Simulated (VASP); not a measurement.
# Al3N in VASP: further runs, part 2 of 2

VASP 6.6.1.

## Step 4: Relaxation of the atoms, PBE

INCAR reads:

```
PREC = Accurate
ENCUT = 520
EDIFF = 1E-6
ISMEAR = 0
SIGMA = 0.1
LREAL = F
LASPH = T
NELM = 80
ALGO = Normal
ISIF = 2
LWAVE = F
LCHARG = F
LDIPOL = T
IDIPOL = 3
DIPOL = 0.5 0.5 0.362
GGA = PE
IBRION = 2
NSW = 36
EDIFFG = -0.025
```

KPOINTS reads:

```
regular mesh
0
Gamma
  9 9 1
```

POSCAR reads:

```
Al3N
1.0
    2.8571514048      0.0000000000      0.0000000000
   -1.4285757024      2.4743656990      0.0000000000
    0.0000000000      0.0000000000     20.1016425018
Al N
3 1
Selective dynamics
Direct
    0.6666666667      0.3333333333      0.1989887145  F F F
    0.3333333333      0.6666666667      0.3134533094  F F F
    0.0000000000      0.0000000000      0.4279074459  F F F
    0.0000000000      0.3333333333      0.5074034389  F F T
```

Potentials or basis: VASP PAW PBE potentials, release 64 (Al, N).

Launch:

```console
> cat potpaw_PBE.64/Al/POTCAR potpaw_PBE.64/N/POTCAR > POTCAR
> mpirun -np 1 vasp_std > vasp.out
```

OUTCAR:

```text
PREC = Accurate
   ENCUT = 520
   EDIFF = 1E-6
   ISMEAR = 0
   LREAL = F
   LASPH = T
   NELM = 80
   ISIF = 2
   GGA = PE
   IBRION = 2
   NSW = 36
   EDIFFG = -0.025

 ion  position               nearest neighbor table
   1  0.667  0.333  0.199-   2 2.83   2 2.83   2 2.83
   2  0.333  0.667  0.313-   3 2.83   3 2.83   3 2.83   1 2.83   1 2.83   1 2.83
   3  0.000  0.000  0.428-   4 1.86   4 2.49   2 2.83   2 2.83   2 2.83
   4  0.000  0.333  0.507-   3 1.86   3 2.49

  LATTYP: Found a hexagonal cell.
 ALAT       =     2.8571514048
 C/A-ratio  =     7.0355538275

  Lattice vectors:

 A1 = (   2.8571514048,   0.0000000000,   0.0000000000)
 A2 = (  -1.4285757024,   2.4743656990,   0.0000000000)
 A3 = (   0.0000000000,   0.0000000000,  20.1016425018)

Analysis of symmetry for initial positions (statically):
=====================================================================
 Subroutine PRICEL returns:
 Original cell was already a primitive cell.

 Routine SETGRP: Setting up the symmetry group for a
 hexagonal supercell.

 Subroutine GETGRP returns: Found  1 space group operations
 (whereof  1 operations were pure point group operations)
 out of a pool of 24 trial point group operations.

The static configuration has the point symmetry C_1 .

Analysis of symmetry for dynamics (positions and initial velocities):
=====================================================================
 Subroutine PRICEL returns:
 Original cell was already a primitive cell.

 Routine SETGRP: Setting up the symmetry group for a
 hexagonal supercell.

 Subroutine GETGRP returns: Found  1 space group operations
 (whereof  1 operations were pure point group operations)
 out of a pool of 24 trial point group operations.

The dynamic configuration has the point symmetry C_1 .

Analysis of constrained symmetry for selective dynamics:
=====================================================================
 Subroutine PRICEL returns:
 Original cell was already a primitive cell.

 Routine SETGRP: Setting up the symmetry group for a
 hexagonal supercell.

 Subroutine GETGRP returns: Found  1 space group operations
 (whereof  1 operations were pure point group operations)
 out of a pool of 24 trial point group operations.

The constrained configuration has the point symmetry C_1 .

 Subroutine INISYM returns: Found  1 space group operations
 (whereof  1 operations are pure point group operations),
 and found     1 'primitive' translations

----------------------------------------------------------------------------------------

                                     Primitive cell

  volume of cell :     142.1113

  direct lattice vectors                    reciprocal lattice vectors
     2.857151405  0.000000000  0.000000000     0.349998953  0.202071990  0.000000000
    -1.428575702  2.474365699  0.000000000     0.000000000  0.404143979  0.000000000
     0.000000000  0.000000000 20.101642502     0.000000000  0.000000000  0.049747179

  length of vectors
     2.857151405  2.857151405 20.101642502     0.404143979  0.404143979  0.049747179

  position of ions in fractional coordinates (direct lattice)
[... 79 lines left out ...]
   LSORBIT =      F    spin-orbit coupling
   LASPH  =      T    aspherical Exc in radial PAW
   ENCUT  =  520.0 eV  38.22 Ry    6.18 a.u.   5.31  5.31 37.38*2*pi/ulx,y,z
   NELM   =     80;   NELMIN=  2; NELMDL= -5     # of ELM steps
   EDIFF  = 0.1E-05   stopping-criterion for ELM
   LREAL  =      F    real-space projection
   EDIFFG = -.3E-01   stopping-criterion for IOM
   NSW    =     36    number of steps for IOM
   IBRION =      2    ionic relax: 0-MD 1-quasi-New 2-CG
   NFREE  =      1    steps in history (QN), initial steepest desc. (CG)
   ISIF   =      2    stress and relaxation
   ISYM   =      2    0-nonsym 1-usesym 2-fastsym
   POTIM  = 0.5000    time-step for ionic-motion
   TEBEG  =    0.0;   TEEND  =   0.0 temperature during run
   PSTRESS=    0.0 pullay stress
   NELECT =      14.0000    total number of electrons
   NUPDOWN=      -1.0000    fix difference up-down
   EMIN   =  10.00;   EMAX   =-10.00  energy-range for DOS
   EFERMI =   0.00;   METHOD = LEGACY
   ISMEAR =     0;   SIGMA  =   0.10  broadening in eV -4-tet -1-fermi 0-gaus
   EFERMI_NEDOS =   21; number of points for ismear=-14 and -15
   IALGO  =     38    algorithm
   IMIX   =      4    mixing-type and parameters
     AMIX     =   0.40;   BMIX     =  1.00
     AMIX_MAG =   1.60;   BMIX_MAG =  1.00
  volume/ion in A,a.u.               =      35.53       239.75
  Fermi-wavevector in a.u.,A,eV,Ry     =   0.756092  1.428807  7.778111  0.571675
  Thomas-Fermi vector in A             =   1.854134
   LORBIT       =      0    0 simple, 1 ext, 2 COOP (PROOUT), +10 PAW based schemes
   GGA     = PE    functional components
   LHFCALC =     F    Hartree Fock is set to
   AEXX    =    0.0000 exact exchange contribution
   IVDW    =     0    specifies the selected vdW correction
   LEPSILON=     F    determine dielectric tensor
   LRPA    =     F    only Hartree local field effects (RPA)
 conjugate gradient relaxation of ions
 non-spin polarized calculation
 Gauss-broadening in eV      SIGMA  =   0.10
  energy-cutoff  :      520.00
  volume of cell :      142.11
 maximum number of plane-waves:      3849
 NGX is ok and might be reduce to    24
   NGX = 11   NGY = 11   NGZ = 75

--------------------------------------- Ionic step        1  -------------------------------------------

 number of electron      13.9999999 magnetization

 Free energy of the ion-electron system (eV)
  ---------------------------------------------------
  ext. energy  EPLUGINS =         0.00000000
  ---------------------------------------------------
  free energy    TOTEN  =       -15.94763258 eV

  energy without entropy =      -15.93095395  energy(sigma->0) =      -15.93929326

------------------------ aborting loop because EDIFF is reached ----------------------------------------

  FORCE on cell =-STRESS in cart. coord.  units (eV):
  Direction    XX          YY          ZZ          XY          YZ          ZX
  --------------------------------------------------------------------------------------
  -------------------------------------------------------------------------------------
  Total       -1.2207708     -1.0102410     -2.2433719      0.1906229      1.2303488     -1.0155952
  in kB      -13.7630929    -11.3895587    -25.2919994      2.1491013     13.8710753    -11.4499228
  external PRESSURE =     -16.8148837 kB  Pullay stress =       0.0000000 kB
[... 63 lines left out ...]
--------------------------------------- Ionic step        3  -------------------------------------------

 number of electron      13.9999999 magnetization

 dipolmoment           0.000000      0.000000      0.167136 electrons x Angstroem

 Free energy of the ion-electron system (eV)
  ---------------------------------------------------
  ext. energy  EPLUGINS =         0.00000000
  ---------------------------------------------------
  free energy    TOTEN  =       -16.06387869 eV

  energy without entropy =      -16.04584432  energy(sigma->0) =      -16.05486151

 E-fermi :  -0.9407     XC(G=0):  -4.9864

 val. band max:       -0.9809436437   @ k =  -0.4444   0.3333   0.0000
 cond. band min:      -0.9279723406   @ k =  -0.3333   0.3333   0.0000
 fundamental gap:      0.0529713031
 Fermi energy:        -0.9407381937

 k-point     1 :       0.0000    0.0000    0.0000
  band No.  band energies     occupation
      1     -15.2779      2.00000
      2     -11.3799      2.00000
      3      -9.2362      2.00000
      4      -6.2101      2.00000
      5      -3.3871      2.00000
      6      -0.7852      0.02780
      7       0.0890      0.00000
      8       0.3231      0.00000
      9       2.2649      0.00000
     10       3.8019      0.00000
     11       5.5562      0.00000
[... 309 lines left out ...]
 k-point    24 :      -0.1111    0.4444    0.0000
  band No.  band energies     occupation
      1     -13.6946      2.00000
      2      -7.6496      2.00000
      3      -5.8467      2.00000
      4      -4.3492      2.00000
      5      -3.0342      2.00000
      6      -2.4226      2.00000
      7      -1.2121      1.99988
      8      -1.0701      1.93269
      9      -0.0668      0.00000
     10       2.0015      0.00000
     11       2.5462      0.00000

 [... further k-points ...]

------------------------ aborting loop because EDIFF is reached ----------------------------------------

 vacuum level on the upper side and lower side of the slab       (xc-potential included)         1.855        -2.279

  FORCE on cell =-STRESS in cart. coord.  units (eV):
  Direction    XX          YY          ZZ          XY          YZ          ZX
  --------------------------------------------------------------------------------------
  -------------------------------------------------------------------------------------
  Total       -0.7736032     -0.0155217      0.7234209     -0.3166409      2.9870356     -2.0293287
  in kB       -8.7216805     -0.1749935      8.1559195     -3.5698413     33.6761393    -22.8788550
  external PRESSURE =      -0.2469182 kB  Pullay stress =       0.0000000 kB
[... 19 lines left out ...]
  FREE ENERGIE OF THE ION-ELECTRON SYSTEM (eV)
  ---------------------------------------------------
  free  energy   TOTEN  =       -16.0638786925 eV

  energy  without entropy=      -16.0458443246  energy(sigma->0) =      -16.05486151

 reached required accuracy - stopping structural energy minimisation

 vacuum level on the upper side and lower side of the slab         7.181         2.920
```

OSZICAR:

```text
N       E                     dE             d eps       ncg     rms          rms(c)
DAV:   1     0.625760113869E+02    0.62576E+02   -0.50644E+03   902   0.952E+02
DAV:   2    -0.745522975628E+01   -0.70031E+02   -0.64497E+02  1405   0.157E+02
DAV:   3    -0.177135057339E+02   -0.10258E+02   -0.88906E+01  1301   0.574E+01
[... 51 lines left out ...]
DAV:  10    -0.160638627956E+02   -0.35787E-05   -0.20703E-06   844   0.108E-02    0.297E-03
DAV:  11    -0.160638702630E+02   -0.74674E-05   -0.10034E-06   888   0.682E-03    0.186E-03
DAV:  12    -0.160638720927E+02   -0.18297E-05   -0.12485E-07   634   0.293E-03    0.180E-03
DAV:  13    -0.160638779677E+02   -0.58750E-05   -0.62957E-07   744   0.394E-03    0.912E-04
DAV:  14    -0.160638786925E+02   -0.72481E-06   -0.58892E-08   619   0.161E-03
   3 F= -.16063879E+02 E0= -.16054862E+02  d E =-.116246E+00
```

CONTCAR:

```text
Al3N
   1.00000000000000
     2.8571514048000002    0.0000000000000000    0.0000000000000000
    -1.4285757024000001    2.4743656989999998    0.0000000000000000
     0.0000000000000000    0.0000000000000000   20.1016425018000007
  Al              N
     3     1
Selective dynamics
Direct
     0.6666666667000030    0.3333333332999970    0.1989887144999969   F   F   F
     0.3333333332999970    0.6666666667000030    0.3134533094000034   F   F   F
     0.0000000000000000    0.0000000000000000    0.4279074458999972   F   F   F
     0.0000000000000000    0.3333333332999970    0.5006984301344816   F   F   T

  0.00000000E+00  0.00000000E+00  0.00000000E+00
  0.00000000E+00  0.00000000E+00  0.00000000E+00
  0.00000000E+00  0.00000000E+00  0.00000000E+00
  0.00000000E+00  0.00000000E+00  0.00000000E+00
```

Wall time 2.7 min (1 thread of Intel Xeon Platinum 8559C (Emerald Rapids), shared host); peak memory 0.3 GiB.

Results:

```yaml
Free_energy: -16.0639 eV
Energy_gained_by_relaxing: 29.1 meV/atom
Ionic_steps: 3
Band_gap_on_the_k_mesh: zero (bands 7 and 8 overlap by 1.64 eV)
```

Step by step:
| step | energy change (eV) | largest force on free atoms (eV/Å) | pressure (GPa) |
| --- | --- | --- | --- |
| 1 | 0.0000 | 1.5939 | -1.68 |
| 2 | -0.0932 | 0.7852 | -0.82 |
| 3 | -0.1162 | 0.0170 | -0.02 |

Final structure:
```
CELL_PARAMETERS angstrom
2.85715 0.00000 0.00000
-1.42858 2.47437 0.00000
0.00000 0.00000 20.10164
ATOMIC_POSITIONS crystal
Al 0.66667 0.33333 0.19899
Al 0.33333 0.66667 0.31345
Al 0.00000 0.00000 0.42791
N 0.00000 0.33333 0.50070
```

## Step 5: Overview

| cell | gap on the mesh (eV) |
| --- | --- |
| atoms relaxed, atomic positions A | none |
| atoms relaxed, atomic positions B | none |
| atoms relaxed, atomic positions C | none |

Alike in all rows: task relaxation of the atoms; level PBE; potentials or basis VASP PAW PBE potentials, release 64 (Al, N); no spin polarisation; k mesh 9 × 9 × 1; cutoff (eV) 520; smearing gaussian 0.1 eV.

Absolute energies hang on the potentials; compare differences alone.
